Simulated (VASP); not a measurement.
# TiCo (Pm-3m) in VASP: notebook, part 2 of 2

VASP 6.6.1. Earlier steps stand in the parts before.

## (5) Single point, revPBE, collinear spin, ferromagnetic start

This run uses another cell than the first one, of 13.31 Å³/atom.

INCAR reads:

```
SYSTEM = TiCo
PREC = Accurate
ENCUT = 520
EDIFF = 1E-7
ISMEAR = -1
SIGMA = 0.05
LREAL = .FALSE.
LASPH = .TRUE.
NELM = 150
ALGO = Normal
ISIF = 2
LWAVE = .FALSE.
LCHARG = .FALSE.
ISPIN = 2
MAGMOM = 2 1
LORBIT = 11
LMAXMIX = 4
GGA = RE
NBANDS = 22
```

KPOINTS reads:

```
Automatic mesh
0
G
  9 9 9
  0 0 0
```

POSCAR reads:

```
TiCo
1.0
    2.9861109900      0.0000000000      0.0000000000
    0.0000000000      2.9861109900      0.0000000000
    0.0000000000      0.0000000000      2.9861109900
Co Ti
1 1
Direct
    0.5000000000      0.5000000000      0.5000000000
    0.0000000000      0.0000000000      0.0000000000
```

Potentials or basis: VASP PAW PBE potentials, release 64 (Co, Ti_sv).

On the command line:

```bash
cat potpaw_PBE.64/Co/POTCAR potpaw_PBE.64/Ti_sv/POTCAR > POTCAR
mpirun -np 1 vasp_std > vasp.out
```

OUTCAR:

```text
SYSTEM = TiCo
   PREC = Accurate
   ENCUT = 520
   EDIFF = 1E-7
   ISMEAR = -1
   LREAL = .FALSE.
   LASPH = .TRUE.
   NELM = 150
   ISIF = 2
   ISPIN = 2
   LORBIT = 11
   GGA = RE

 ion  position               nearest neighbor table
   1  0.500  0.500  0.500-   2 2.59   2 2.59   2 2.59   2 2.59   2 2.59   2 2.59   2 2.59   2 2.59

   2  0.000  0.000  0.000-   1 2.59   1 2.59   1 2.59   1 2.59   1 2.59   1 2.59   1 2.59   1 2.59

  LATTYP: Found a simple cubic cell.
 ALAT       =     2.9861109900

  Lattice vectors:

 A1 = (   2.9861109900,   0.0000000000,   0.0000000000)
 A2 = (   0.0000000000,   2.9861109900,   0.0000000000)
 A3 = (   0.0000000000,   0.0000000000,   2.9861109900)

Analysis of symmetry for initial positions (statically):
=====================================================================
 Subroutine PRICEL returns:
 Original cell was already a primitive cell.

 Routine SETGRP: Setting up the symmetry group for a
 simple cubic supercell.

 Subroutine GETGRP returns: Found 48 space group operations
 (whereof 48 operations were pure point group operations)
 out of a pool of 48 trial point group operations.

The static configuration has the point symmetry O_h .

Analysis of symmetry for dynamics (positions and initial velocities):
=====================================================================
 Subroutine PRICEL returns:
 Original cell was already a primitive cell.

 Routine SETGRP: Setting up the symmetry group for a
 simple cubic supercell.

 Subroutine GETGRP returns: Found 48 space group operations
 (whereof 48 operations were pure point group operations)
 out of a pool of 48 trial point group operations.

The dynamic configuration has the point symmetry O_h .

Analysis of structural, dynamic, and magnetic symmetry:
=====================================================================
 Subroutine PRICEL returns:
 Original cell was already a primitive cell.

 Routine SETGRP: Setting up the symmetry group for a
 simple cubic supercell.

 Subroutine GETGRP returns: Found 48 space group operations
 (whereof 48 operations were pure point group operations)
 out of a pool of 48 trial point group operations.

The overall configuration has the point symmetry O_h .

 Subroutine INISYM returns: Found 48 space group operations
 (whereof 48 operations are pure point group operations),
 and found     1 'primitive' translations

----------------------------------------------------------------------------------------

                                     Primitive cell

  volume of cell :      26.6267

  direct lattice vectors                    reciprocal lattice vectors
     2.986110990  0.000000000  0.000000000     0.334883735  0.000000000  0.000000000
     0.000000000  2.986110990  0.000000000     0.000000000  0.334883735  0.000000000
     0.000000000  0.000000000  2.986110990     0.000000000  0.000000000  0.334883735

  length of vectors
     2.986110990  2.986110990  2.986110990     0.334883735  0.334883735  0.334883735

  position of ions in fractional coordinates (direct lattice)
     0.500000000  0.500000000  0.500000000
     0.000000000  0.000000000  0.000000000

  ion indices of the primitive-cell ions
   primitive index   ion index
                 1           1
                 2           2
[... 64 lines left out ...]
   ISTART =      0    job   : 0-new  1-cont  2-samecut
   ICHARG =      2    charge: 1-file 2-atom 10-const
   ISPIN  =      2    spin polarized calculation?
   LNONCOLLINEAR =      F non collinear calculations
   LSORBIT =      F    spin-orbit coupling
   LASPH  =      T    aspherical Exc in radial PAW
   ENCUT  =  520.0 eV  38.22 Ry    6.18 a.u.   5.55  5.55  5.55*2*pi/ulx,y,z
   NELM   =    150;   NELMIN=  2; NELMDL= -5     # of ELM steps
   EDIFF  = 0.1E-06   stopping-criterion for ELM
   LREAL  =      F    real-space projection
   EDIFFG = 0.1E-05   stopping-criterion for IOM
   NSW    =      0    number of steps for IOM
   IBRION =     -1    ionic relax: 0-MD 1-quasi-New 2-CG
   NFREE  =      0    steps in history (QN), initial steepest desc. (CG)
   ISIF   =      2    stress and relaxation
   ISYM   =      2    0-nonsym 1-usesym 2-fastsym
   POTIM  = 0.5000    time-step for ionic-motion
   TEBEG  =    0.0;   TEEND  =   0.0 temperature during run
   PSTRESS=    0.0 pullay stress
   NELECT =      21.0000    total number of electrons
   NUPDOWN=      -1.0000    fix difference up-down
   EMIN   =  10.00;   EMAX   =-10.00  energy-range for DOS
   EFERMI =   0.00;   METHOD = LEGACY
   ISMEAR =    -1;   SIGMA  =   0.05  broadening in eV -4-tet -1-fermi 0-gaus
   EFERMI_NEDOS =   21; number of points for ismear=-14 and -15
   IALGO  =     38    algorithm
   IMIX   =      4    mixing-type and parameters
     AMIX     =   0.40;   BMIX     =  1.00
     AMIX_MAG =   1.60;   BMIX_MAG =  1.00
  volume/ion in A,a.u.               =      13.31        89.84
  Fermi-wavevector in a.u.,A,eV,Ry     =   1.512546  2.858298 31.127355  2.287796
  Thomas-Fermi vector in A             =   2.622456
   LORBIT       =     11    0 simple, 1 ext, 2 COOP (PROOUT), +10 PAW based schemes
   GGA     = RE    functional components
   LHFCALC =     F    Hartree Fock is set to
   AEXX    =    0.0000 exact exchange contribution
   IVDW    =     0    specifies the selected vdW correction
   LEPSILON=     F    determine dielectric tensor
   LRPA    =     F    only Hartree local field effects (RPA)
 spin polarized calculation
  energy-cutoff  :      520.00
  volume of cell :       26.63
 maximum number of plane-waves:       739
 NGX is ok and might be reduce to    24
   NGX = 11   NGY = 11   NGZ = 11

 number of electron      20.9999983 magnetization       0.8218852

 Free energy of the ion-electron system (eV)
  ---------------------------------------------------
  ext. energy  EPLUGINS =         0.00000000
  ---------------------------------------------------
  free energy    TOTEN  =       -14.92673545 eV

  energy without entropy =      -14.90981951  energy(sigma->0) =      -14.91827748

 E-fermi :  10.0411     XC(G=0): -12.4946

 val. band max:       10.0267283213   @ k =   0.3333   0.2222   0.0000
 cond. band min:      10.0511759080   @ k =   0.3333   0.3333   0.1111
 fundamental gap:      0.0244475867
 Fermi energy:        10.0410866008

 spin component 1

 k-point     1 :       0.0000    0.0000    0.0000
  band No.  band energies     occupation
      1     -47.2243      1.00000
      2     -23.2669      1.00000
      3     -23.2669      1.00000
      4     -23.2669      1.00000
      5       2.3377      1.00000
      6       5.8474      1.00000
[... 589 lines left out ...]
     21      26.8290      0.00000
     22      29.8443      0.00000

 [... further k-points ...]

 spin component 2

 k-point     1 :       0.0000    0.0000    0.0000
  band No.  band energies     occupation
      1     -47.2419      1.00000
      2     -23.2855      1.00000
      3     -23.2855      1.00000
      4     -23.2855      1.00000
      5       2.3044      1.00000
      6       6.5117      1.00000
[... 589 lines left out ...]
     21      26.8515      0.00000
     22      29.7965      0.00000

 [... further k-points ...]

------------------------ aborting loop because EDIFF is reached ----------------------------------------

  FORCE on cell =-STRESS in cart. coord.  units (eV):
  Direction    XX          YY          ZZ          XY          YZ          ZX
  --------------------------------------------------------------------------------------
  -------------------------------------------------------------------------------------
  Total        0.3818296      0.3818296      0.3818296      0.0000000     -0.0000000      0.0000000
  in kB       22.9753612     22.9753612     22.9753612      0.0000000     -0.0000000      0.0000000
  external PRESSURE =      22.9753612 kB  Pullay stress =       0.0000000 kB

 VOLUME and BASIS-vectors are now :
 -----------------------------------------------------------------------------
  energy-cutoff  :      520.00
  volume of cell :       26.63
      direct lattice vectors                 reciprocal lattice vectors
     2.986110990  0.000000000  0.000000000     0.334883735  0.000000000  0.000000000
     0.000000000  2.986110990  0.000000000     0.000000000  0.334883735  0.000000000
     0.000000000  0.000000000  2.986110990     0.000000000  0.000000000  0.334883735

 POSITION                                       TOTAL-FORCE (eV/Angst)
 -----------------------------------------------------------------------------------
      1.49306      1.49306      1.49306         0.000000      0.000000      0.000000
      0.00000      0.00000      0.00000         0.000000      0.000000      0.000000
 -----------------------------------------------------------------------------------
    total drift:                                0.000000      0.000000     -0.000000

  FREE ENERGIE OF THE ION-ELECTRON SYSTEM (eV)
  ---------------------------------------------------
  free  energy   TOTEN  =       -14.9267354507 eV

  energy  without entropy=      -14.9098195085  energy(sigma->0) =      -14.91827748

 total charge

# of ion       s       p       d       tot
------------------------------------------
    1        0.526   0.461   7.300   8.287
    2        2.245   6.179   1.854  10.279
--------------------------------------------------
tot          2.771   6.641   9.155  18.566

 magnetization (x)

# of ion       s       p       d       tot
------------------------------------------
    1        0.026  -0.009   0.906   0.923
    2       -0.003  -0.015  -0.022  -0.040
--------------------------------------------------
tot          0.023  -0.024   0.884   0.883
```

OSZICAR:

```text
N       E                     dE             d eps       ncg     rms          rms(c)
DAV:   1     0.163895223563E+03    0.16390E+03   -0.98376E+03  3152   0.124E+03
DAV:   2    -0.643283012874E+01   -0.17033E+03   -0.16191E+03  3110   0.301E+02
[... 11 lines left out ...]
DAV:  14    -0.149267421930E+02    0.18934E-03   -0.35274E-04  4752   0.141E-01    0.645E-02
DAV:  15    -0.149267313358E+02    0.10857E-04   -0.10721E-04  4232   0.567E-02    0.145E-02
DAV:  16    -0.149267345101E+02   -0.31743E-05   -0.13166E-05  4318   0.249E-02    0.795E-03
DAV:  17    -0.149267351442E+02   -0.63402E-06   -0.22169E-06  4540   0.127E-02    0.243E-03
DAV:  18    -0.149267354335E+02   -0.28935E-06   -0.22649E-07  2508   0.375E-03    0.970E-04
DAV:  19    -0.149267354507E+02   -0.17198E-07   -0.32913E-08  1686   0.173E-03
   1 F= -.14926735E+02 E0= -.14918277E+02  d E =-.169159E-01  mag=     0.8218
```

Run time: 61 s. Hardware: 1 thread of Intel Xeon 8259CL, shared host; peak memory 0.17 GiB.

What came out:

| Item | Value |
| --- | --- |
| Free energy | -14.9267 eV |
| Pressure | 2.3 GPa |
| Net moment | 0.82 μB per cell |
| Site moments | Co +0.92; Ti -0.04 μB |
| Valence electrons inside the program's atomic spheres | Co 8.29; Ti 10.28 |

Levels at points of the mesh, in eV from the Fermi level:
Spin up:
```csv
k point,band 9,band 10,band 11,band 12,band 13,band 14
"(0.00, 0.00, 0.00)",-1.90,-1.90,0.47,0.47,2.65,2.65
```
Spin down:
```tsv
k point	band 8	band 9	band 10	band 11	band 12	band 13
(0.00, 0.00, 0.00)	-1.35	-1.35	-1.35	1.01	1.01	2.74
```

Caveat: the PAW data sets were made with another functional, which shifts forces and pressure a little.

## (6) Single point, RPBE, collinear spin, ferromagnetic start

This run uses another cell than the first one, of 13.65 Å³/atom.

INCAR reads:

```
ALGO = Fast ; EDIFF = 1E-6
ENCUT = 520 ; GGA = RP
ISIF = 2 ; ISMEAR = -1
ISPIN = 2 ; LASPH = True
LCHARG = False ; LMAXMIX = 4
LORBIT = 11 ; LREAL = False
LWAVE = False ; MAGMOM = 2 1
NBANDS = 22 ; NELM = 150
PREC = Accurate ; SIGMA = 0.05
```

KPOINTS reads:

```
k-points
0
Gamma
  9 9 9
```

POSCAR reads:

```
TiCo
1.0
    3.0114157633      0.0000000000      0.0000000000
    0.0000000000      3.0114157633      0.0000000000
    0.0000000000      0.0000000000      3.0114157633
Co Ti
1 1
Direct
    0.5000000000      0.5000000000      0.5000000000
    0.0000000000      0.0000000000      0.0000000000
```

Potentials or basis: VASP PAW PBE potentials, release 64 (Co, Ti_sv).

On the command line:

```bash
cat potpaw_PBE.64/Co/POTCAR potpaw_PBE.64/Ti_sv/POTCAR > POTCAR
mpirun -np 1 vasp_std > vasp.out
```

OUTCAR:

```text
EDIFF = 1E-6
   ENCUT = 520
   GGA = RP
   ISIF = 2
   ISMEAR = -1
   ISPIN = 2
   LASPH = True
   LORBIT = 11
   LREAL = False
   NELM = 150
   PREC = Accurate

 ion  position               nearest neighbor table
   1  0.500  0.500  0.500-   2 2.61   2 2.61   2 2.61   2 2.61   2 2.61   2 2.61   2 2.61   2 2.61

   2  0.000  0.000  0.000-   1 2.61   1 2.61   1 2.61   1 2.61   1 2.61   1 2.61   1 2.61   1 2.61

  LATTYP: Found a simple cubic cell.
 ALAT       =     3.0114157633

  Lattice vectors:

 A1 = (   3.0114157633,   0.0000000000,   0.0000000000)
 A2 = (   0.0000000000,   3.0114157633,   0.0000000000)
 A3 = (   0.0000000000,   0.0000000000,   3.0114157633)

Analysis of symmetry for initial positions (statically):
=====================================================================
 Subroutine PRICEL returns:
 Original cell was already a primitive cell.

 Routine SETGRP: Setting up the symmetry group for a
 simple cubic supercell.

 Subroutine GETGRP returns: Found 48 space group operations
 (whereof 48 operations were pure point group operations)
[... 1390 lines left out ...]
     22      29.1292      0.00000

 [... further k-points ...]

------------------------ aborting loop because EDIFF is reached ----------------------------------------

  FORCE on cell =-STRESS in cart. coord.  units (eV):
  Direction    XX          YY          ZZ          XY          YZ          ZX
  --------------------------------------------------------------------------------------
  -------------------------------------------------------------------------------------
  Total       -0.0574825     -0.0574825     -0.0574825      0.0000000     -0.0000000      0.0000000
  in kB       -3.3723588     -3.3723588     -3.3723588      0.0000000     -0.0000000      0.0000000
  external PRESSURE =      -3.3723588 kB  Pullay stress =       0.0000000 kB

 VOLUME and BASIS-vectors are now :
 -----------------------------------------------------------------------------
  energy-cutoff  :      520.00
  volume of cell :       27.31
      direct lattice vectors                 reciprocal lattice vectors
     3.011415763  0.000000000  0.000000000     0.332069724  0.000000000  0.000000000
     0.000000000  3.011415763  0.000000000     0.000000000  0.332069724  0.000000000
     0.000000000  0.000000000  3.011415763     0.000000000  0.000000000  0.332069724

 POSITION                                       TOTAL-FORCE (eV/Angst)
 -----------------------------------------------------------------------------------
      1.50571      1.50571      1.50571         0.000000      0.000000      0.000000
      0.00000      0.00000      0.00000         0.000000      0.000000      0.000000
 -----------------------------------------------------------------------------------
    total drift:                                0.000000      0.000000     -0.000000

  FREE ENERGIE OF THE ION-ELECTRON SYSTEM (eV)
  ---------------------------------------------------
  free  energy   TOTEN  =       -14.7302961779 eV

  energy  without entropy=      -14.7131727323  energy(sigma->0) =      -14.72173446

 total charge

# of ion       s       p       d       tot
------------------------------------------
    1        0.516   0.448   7.281   8.245
    2        2.239   6.171   1.831  10.241
--------------------------------------------------
tot          2.756   6.619   9.112  18.487

 magnetization (x)

# of ion       s       p       d       tot
------------------------------------------
    1        0.027  -0.011   0.971   0.986
    2       -0.003  -0.017  -0.042  -0.062
--------------------------------------------------
tot          0.023  -0.028   0.929   0.924
```

Run time: 73 s. Hardware: 1 thread of Intel Xeon 8259CL, shared host; peak memory 0.17 GiB.

Results:

* Free energy: -14.7303 eV
* Pressure: -0.3 GPa
* Net moment: 0.85 μB per cell
* Site moments: Co +0.99; Ti -0.06 μB
* Valence electrons inside the program's atomic spheres: Co 8.24; Ti 10.24

Caveat: the PAW data sets were made with another functional, which shifts forces and pressure a little.

## (7) Summary

```csv
level,potentials or basis,cell,gap on the mesh (eV),pressure (GPa),moment (μB)
LDA,"VASP PAW LDA potentials, release 64 (Co, Ti_sv)","a = 2.903 Å, 2 atoms",none,-0.3,0.37
PBEsol,"VASP PAW PBE potentials, release 64 (Co, Ti_sv)","a = 2.938 Å, 2 atoms",none,-0.5,0.57
RPBE,"VASP PAW PBE potentials, release 64 (Co, Ti_sv)","a = 2.986 Å, 2 atoms",none,3.6,0.83
revPBE,"VASP PAW PBE potentials, release 64 (Co, Ti_sv)","a = 2.986 Å, 2 atoms",none,2.3,0.82
RPBE,"VASP PAW PBE potentials, release 64 (Co, Ti_sv)","a = 3.011 Å, 2 atoms",none,-0.3,0.85
```

Alike in all rows: task single point; spin collinear, ferromagnetic start; k mesh 9 × 9 × 9; cutoff (eV) 520; smearing fermi-dirac 0.05 eV.

Caveats: the PAW data sets were made with another functional, which shifts forces and pressure a little (at least some runs); the cell stands under pressure (at least some runs).

Absolute energies hang on the potentials; compare differences alone.
